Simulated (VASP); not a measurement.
# RbH2 (Cccm) in VASP: further runs, part 2 of 2

VASP 6.6.1. Earlier steps stand in the parts before.

**3. Single point, PBE**

This run uses another cell than the first one, of 36.64 Å³/atom.

Input file INCAR:

```
PREC = Accurate
ENCUT = 520
EDIFF = 1E-6
ISMEAR = 0
SIGMA = 0.1
LREAL = F
LASPH = T
NELM = 100
ALGO = Normal
ISIF = 2
LWAVE = F
LCHARG = F
GGA = PE
NBANDS = 20
```

Input file KPOINTS:

```
regular mesh
0
Gamma
  6 6 4
```

Input file POSCAR:

```
RbH2
1.0
    4.0082576271     -4.4470586571      0.0000000000
    4.0082576271      4.4470586571      0.0000000000
    0.0000000000      0.0000000000      6.1672320239
Rb H
2 4
Direct
    0.0000000000      0.5000000000      0.0000000000
    0.5000000000      0.0000000000      0.5000000000
    0.9519112796      0.9519112796      0.7500000000
    0.0480887204      0.0480887204      0.7500000000
    0.0480887204      0.0480887204      0.2500000000
    0.9519112796      0.9519112796      0.2500000000
```

Potentials or basis: VASP PAW PBE potentials, release 64 (Rb_sv, H).

Started as:

```
$ cat potpaw_PBE.64/Rb_sv/POTCAR potpaw_PBE.64/H/POTCAR > POTCAR
$ mpirun -np 1 vasp_std > vasp.out
```

OUTCAR:

```text
PREC = Accurate
   ENCUT = 520
   EDIFF = 1E-6
   ISMEAR = 0
   LREAL = F
   LASPH = T
   NELM = 100
   ISIF = 2
   GGA = PE

 ion  position               nearest neighbor table
   1  0.000  0.500  0.000-   3 3.15   4 3.15   5 3.15   6 3.15   2 5.06   2 5.06   2 5.06   2 5.06
                             2 5.41   2 5.41   2 5.41   2 5.41
   2  0.500  0.000  0.500-   3 3.15   4 3.15   5 3.15   6 3.15   1 5.06   1 5.06   1 5.06   1 5.06
                             1 5.41   1 5.41   1 5.41   1 5.41
   3  0.952  0.952  0.750-   4 0.77   2 3.15   1 3.15
   4  0.048  0.048  0.750-   3 0.77   2 3.15   1 3.15
   5  0.048  0.048  0.250-   6 0.77   2 3.15   1 3.15
   6  0.952  0.952  0.250-   5 0.77   2 3.15   1 3.15

  LATTYP: Found a base centered orthorhombic cell.
 ALAT       =     8.0165152542
 B/A-ratio  =     1.1094742581
 C/A-ratio  =     0.7693158222

  Lattice vectors:

 A1 = (   4.0082576271,  -4.4470586571,   0.0000000000)
 A2 = (   4.0082576271,   4.4470586571,   0.0000000000)
 A3 = (   0.0000000000,   0.0000000000,   6.1672320239)

Analysis of symmetry for initial positions (statically):
=====================================================================
 Subroutine PRICEL returns:
 Original cell was already a primitive cell.

 Routine SETGRP: Setting up the symmetry group for a
 base centered orthorhombic supercell.

 Subroutine GETGRP returns: Found  8 space group operations
 (whereof  4 operations were pure point group operations)
 out of a pool of  8 trial point group operations.

The static configuration has the point symmetry C_2h.
 The point group associated with its full space group is D_2h.

Analysis of symmetry for dynamics (positions and initial velocities):
=====================================================================
 Subroutine PRICEL returns:
 Original cell was already a primitive cell.

 Routine SETGRP: Setting up the symmetry group for a
 base centered orthorhombic supercell.

 Subroutine GETGRP returns: Found  8 space group operations
 (whereof  4 operations were pure point group operations)
 out of a pool of  8 trial point group operations.

The dynamic configuration has the point symmetry C_2h.
 The point group associated with its full space group is D_2h.

 Subroutine INISYM returns: Found  8 space group operations
 (whereof  4 operations are pure point group operations),
 and found     1 'primitive' translations

----------------------------------------------------------------------------------------

                                     Primitive cell

  volume of cell :     219.8613

  direct lattice vectors                    reciprocal lattice vectors
     4.008257627 -4.447058657  0.000000000     0.124742481 -0.112433867  0.000000000
     4.008257627  4.447058657  0.000000000     0.124742481  0.112433867  0.000000000
     0.000000000  0.000000000  6.167232024     0.000000000  0.000000000  0.162147297

  length of vectors
     5.986857264  5.986857264  6.167232024     0.167934692  0.167934692  0.162147297

  position of ions in fractional coordinates (direct lattice)
     0.000000000  0.500000000  0.000000000
     0.500000000  0.000000000  0.500000000
[... 42 lines left out ...]
  0.000000  0.000000  0.000000      1.000000
  0.166667  0.000000  0.000000      4.000000
  0.333333  0.000000  0.000000      4.000000
  0.500000 -0.000000  0.000000      2.000000
  0.166667  0.166667  0.000000      2.000000
  0.333333  0.166667  0.000000      4.000000
[... 16 lines left out ...]
  0.333333  0.333333  0.250000      4.000000
  0.500000  0.333333  0.250000      8.000000
 [... further k-points ...]
   k-points           NKPTS =     39   k-points in BZ     NKDIM =     39   number of bands    NBANDS=     20
   number of dos      NEDOS =    301   number of ions     NIONS =      6
   total plane-waves  NPLWV = 110592
   dimension x,y,z NGX =    48 NGY =   48 NGZ =   48
   dimension x,y,z NGXF=    96 NGYF=   96 NGZF=   96
   ions per type =               2   4
   NGX,Y,Z   is equivalent  to a cutoff of  13.33, 13.33, 12.94 a.u.
   NGXF,Y,Z  is equivalent  to a cutoff of  26.66, 26.66, 25.88 a.u.
 SYSTEM =  unknown system
   PREC   = accura    normal or accurate (medium, high low for compatibility)
   ISTART =      0    job   : 0-new  1-cont  2-samecut
   ICHARG =      2    charge: 1-file 2-atom 10-const
   ISPIN  =      1    spin polarized calculation?
   LNONCOLLINEAR =      F non collinear calculations
   LSORBIT =      F    spin-orbit coupling
   LASPH  =      T    aspherical Exc in radial PAW
   ENCUT  =  520.0 eV  38.22 Ry    6.18 a.u.  11.13 11.13 11.47*2*pi/ulx,y,z
   NELM   =    100;   NELMIN=  2; NELMDL= -5     # of ELM steps
   EDIFF  = 0.1E-05   stopping-criterion for ELM
   LREAL  =      F    real-space projection
   EDIFFG = 0.1E-04   stopping-criterion for IOM
   NSW    =      0    number of steps for IOM
   IBRION =     -1    ionic relax: 0-MD 1-quasi-New 2-CG
   NFREE  =      0    steps in history (QN), initial steepest desc. (CG)
   ISIF   =      2    stress and relaxation
   ISYM   =      2    0-nonsym 1-usesym 2-fastsym
   POTIM  = 0.5000    time-step for ionic-motion
   TEBEG  =    0.0;   TEEND  =   0.0 temperature during run
   PSTRESS=    0.0 pullay stress
   NELECT =      22.0000    total number of electrons
   NUPDOWN=      -1.0000    fix difference up-down
   EMIN   =  10.00;   EMAX   =-10.00  energy-range for DOS
   EFERMI =   0.00;   METHOD = LEGACY
   ISMEAR =     0;   SIGMA  =   0.10  broadening in eV -4-tet -1-fermi 0-gaus
   EFERMI_NEDOS =   21; number of points for ismear=-14 and -15
   IALGO  =     38    algorithm
   IMIX   =      4    mixing-type and parameters
     AMIX     =   0.40;   BMIX     =  1.00
     AMIX_MAG =   1.60;   BMIX_MAG =  1.00
  volume/ion in A,a.u.               =      36.64       247.28
  Fermi-wavevector in a.u.,A,eV,Ry     =   0.760034  1.436255  7.859420  0.577651
  Thomas-Fermi vector in A             =   1.858961
   LORBIT       =      0    0 simple, 1 ext, 2 COOP (PROOUT), +10 PAW based schemes
   GGA     = PE    functional components
   LHFCALC =     F    Hartree Fock is set to
   AEXX    =    0.0000 exact exchange contribution
   IVDW    =     0    specifies the selected vdW correction
   LEPSILON=     F    determine dielectric tensor
   LRPA    =     F    only Hartree local field effects (RPA)
 non-spin polarized calculation
 Gauss-broadening in eV      SIGMA  =   0.10
  energy-cutoff  :      520.00
  volume of cell :      219.86
 maximum number of plane-waves:      5964
 NGX is ok and might be reduce to    48
   NGX = 23   NGY = 23   NGZ = 23

 number of electron      22.0000001 magnetization

 Free energy of the ion-electron system (eV)
  ---------------------------------------------------
  ext. energy  EPLUGINS =         0.00000000
  ---------------------------------------------------
  free energy    TOTEN  =       -15.00370223 eV

  energy without entropy =      -14.98868688  energy(sigma->0) =      -14.99619456

 E-fermi :   0.1067     XC(G=0):  -5.5197

 val. band max:        0.0752746288   @ k =   0.0000   0.0000   0.5000
 cond. band min:       0.1122829909   @ k =   0.5000   0.5000   0.2500
 fundamental gap:      0.0370083621
 Fermi energy:         0.1067175846

 k-point     1 :       0.0000    0.0000    0.0000
  band No.  band energies     occupation
      1     -29.0753      2.00000
      2     -29.0718      2.00000
      3     -13.2284      2.00000
      4     -13.2073      2.00000
      5     -13.1871      2.00000
      6     -13.1317      2.00000
[... 541 lines left out ...]
     19       4.1649      0.00000
     20       4.2056      0.00000

 [... further k-points ...]

------------------------ aborting loop because EDIFF is reached ----------------------------------------

  FORCE on cell =-STRESS in cart. coord.  units (eV):
  Direction    XX          YY          ZZ          XY          YZ          ZX
  --------------------------------------------------------------------------------------
  -------------------------------------------------------------------------------------
  Total        0.0679974      0.0182195     -0.5794290      0.0000000      0.0000000      0.0000000
  in kB        0.4955118      0.1327693     -4.2224259      0.0000000      0.0000000      0.0000000
  external PRESSURE =      -1.1980483 kB  Pullay stress =       0.0000000 kB

 VOLUME and BASIS-vectors are now :
 -----------------------------------------------------------------------------
  energy-cutoff  :      520.00
  volume of cell :      219.86
      direct lattice vectors                 reciprocal lattice vectors
     4.008257627 -4.447058657  0.000000000     0.124742481 -0.112433867  0.000000000
     4.008257627  4.447058657  0.000000000     0.124742481  0.112433867  0.000000000
     0.000000000  0.000000000  6.167232024     0.000000000  0.000000000  0.162147297

 POSITION                                       TOTAL-FORCE (eV/Angst)
 -----------------------------------------------------------------------------------
      2.00413      2.22353      0.00000        -0.000000     -0.000000      0.000000
      2.00413     -2.22353      3.08362        -0.000000     -0.000000      0.000000
      7.63101      0.00000      4.62542         0.008906      0.000000      0.000000
      0.38550      0.00000      4.62542        -0.008906      0.000000     -0.000000
      0.38550      0.00000      1.54181        -0.008906      0.000000     -0.000000
      7.63101      0.00000      1.54181         0.008906      0.000000      0.000000
 -----------------------------------------------------------------------------------
    total drift:                               -0.000000     -0.000000     -0.000000

  FREE ENERGIE OF THE ION-ELECTRON SYSTEM (eV)
  ---------------------------------------------------
  free  energy   TOTEN  =       -15.0037022289 eV

  energy  without entropy=      -14.9886868838  energy(sigma->0) =      -14.99619456
```

OSZICAR:

```text
N       E                     dE             d eps       ncg     rms          rms(c)
DAV:   1     0.122619053660E+03    0.12262E+03   -0.82907E+03  1560   0.830E+02
DAV:   2    -0.181810377846E+01   -0.12444E+03   -0.12217E+03  1832   0.179E+02
DAV:   3    -0.154579298130E+02   -0.13640E+02   -0.13590E+02  2468   0.558E+01
DAV:   4    -0.161163834249E+02   -0.65845E+00   -0.65634E+00  2352   0.103E+01
DAV:   5    -0.161303519191E+02   -0.13968E-01   -0.13967E-01  2144   0.134E+00    0.607E+00
DAV:   6    -0.153051865438E+02    0.82517E+00   -0.66766E-01  1976   0.246E+00    0.330E+00
DAV:   7    -0.149972101038E+02    0.30798E+00   -0.10591E+00  1900   0.296E+00    0.477E-01
DAV:   8    -0.150037488467E+02   -0.65387E-02   -0.60184E-02  1832   0.866E-01    0.223E-01
DAV:   9    -0.150036851147E+02    0.63732E-04   -0.36759E-03  2112   0.259E-01    0.733E-02
DAV:  10    -0.150036992204E+02   -0.14106E-04   -0.32550E-04  2112   0.641E-02    0.240E-02
DAV:  11    -0.150037008054E+02   -0.15850E-05   -0.82578E-05  1868   0.351E-02    0.526E-03
DAV:  12    -0.150037020505E+02   -0.12451E-05   -0.71217E-06  1800   0.957E-03    0.172E-03
DAV:  13    -0.150037022289E+02   -0.17837E-06   -0.37368E-07  1348   0.288E-03
   1 F= -.15003702E+02 E0= -.14996195E+02  d E =-.150153E-01
```

stdout:

```text
POSCAR found type information on POSCAR RbH
 POSCAR found :  2 types and       6 ions
 scaLAPACK will be used
 LDA part: xc-table for (Slater+PW92), standard interpolation
 POSCAR, INCAR and KPOINTS ok, starting setup
 FFT: planning ... GRIDC
 FFT: planning ... GRID_SOFT
 FFT: planning ... GRID
 WAVECAR not read
 entering main loop
```

Run time: 3.3 min. Hardware: 1 thread of Oxide Virtual Turin-like, shared host; peak memory 0.36 GiB.

What came out:

```
Free energy            : -15.0037 eV
Pressure               : -0.1 GPa
Largest force          : 0.009 eV/Å
Band gap on the k mesh : zero (bands 11 and 12 overlap by 0.77 eV)
```

Forces on the atoms (eV/Å):
```
Rb   0.000  0.000  0.000
Rb   0.000  0.000  0.000
H    0.009  0.000  0.000
H   -0.009  0.000  0.000
H   -0.009  0.000  0.000
H    0.009  0.000  0.000
```
